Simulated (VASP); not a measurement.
**Zr3Sb4: single point with PBE**

Crystal: Zr3Sb4.

```
CELL_PARAMETERS angstrom
4.62357 0.00000 0.00000
0.00000 4.62357 0.00000
0.00000 0.00000 10.64194
ATOMIC_POSITIONS crystal
Zr 0.00000 0.00000 0.83219
Zr 0.50000 0.50000 0.50000
Zr 0.00000 0.00000 0.16781
Sb 0.50000 0.00000 0.65222
Sb 0.00000 0.50000 0.34778
Sb 0.50000 0.00000 0.00818
Sb 0.00000 0.50000 0.99182
```

This cell differs from its parent crystal: atoms taken out.

| Quantity | Value |
| --- | --- |
| Program | VASP 6.6.1 |
| Task | single point |
| Functional | PBE |
| Potentials or basis | VASP PAW PBE potentials, release 64 (Zr_sv, Sb) |
| Cutoff | 520 eV |
| k mesh | 8 × 8 × 4 |
| Occupations | gaussian, width 0.1 eV |
| Spin | no spin polarisation |
| Dipole correction | no |
| Further INCAR settings | ALGO = Normal; EDIFF = 1e-06; NBANDS = 37 |

```yaml
Pressure: 0.0 GPa
Largest_force: 0.006 eV/Å
Band_gap_on_the_k_mesh: zero (bands 28 and 29 overlap by 0.75 eV)
```

Forces on the atoms (eV/Å):
```
Zr   0.000  0.000  0.006
Zr   0.000  0.000  0.000
Zr   0.000  0.000 -0.006
Sb   0.000  0.000 -0.003
Sb   0.000  0.000  0.003
Sb   0.000  0.000 -0.004
Sb   0.000  0.000  0.004
```

Levels at points of the mesh, in eV from the Fermi level:
```
           k point  band 26  band 27  band 28  band 29  band 30  band 31
(0.00, 0.00, 0.00)    -1.43    -0.80     0.43     0.51     0.78     0.78
(0.50, 0.00, 0.00)    -1.46    -0.96    -0.67     0.25     0.43     0.47
(0.50, 0.50, 0.00)    -1.57    -0.33    -0.33    -0.24    -0.04     0.57
(0.00, 0.00, 0.50)    -1.46    -1.03     0.38     0.46     0.67     0.84
(0.50, 0.00, 0.50)    -1.50    -0.73    -0.69     0.24     0.28     0.64
(0.50, 0.50, 0.50)    -1.58    -0.31    -0.31    -0.31    -0.18     0.57
```

Wall time 5.5 min on 1 thread of Oxide Virtual Turin-like Processor (shared host), peak memory 0.47 GiB.

Caveat: the cell differs from its parent crystal (atoms taken out); spin-orbit coupling is left out, which moves the levels of the heavy elements.
